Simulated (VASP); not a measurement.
Li, 2 atoms in the cell. It takes space group P6_3/mmc (No. 194, hexagonal). The conventional cell has a = 3.723 Å, b = 3.723 Å, c = 5.938 Å, α = 90.00°, β = 90.00°, γ = 120.00°. Within 4.8 Å of Li (site symmetry -6m2) lie 12 Li at 3.67 to 3.72 Å. This isn't the form of Li at room conditions, which is bcc. This cell differs from its parent crystal: K replaced by Li, lengths x 0.778, strained.

```yaml
Program: VASP 6.6.1
Task: single point
Functional: PBE
Potentials_or_basis: VASP PAW PBE potentials, release 64 (Li_sv)
Cutoff: 520 eV
k_mesh: 15 × 15 × 8
Occupations: gaussian, width 0.1 eV
Spin: no spin polarisation
Dipole_correction: no
Further_INCAR_settings: ALGO = Normal; EDIFF = 1e-06; NBANDS = 10
```

Potentials or basis: VASP PAW PBE potentials, release 64 (Li_sv).

Run with:

```console
$ cat potpaw_PBE.64/Li_sv/POTCAR > POTCAR
$ mpirun -np 1 vasp_std > vasp.out
```

Hardware: 1 thread of Intel Xeon 8259CL, on a shared host.

Task: Estimate the wall time of this run.

Result: Wall time 100 s on 1 thread of Intel Xeon 8259CL, on a shared host, peak memory 0.21 GiB. Counts: scf iterations 12, k points 135.
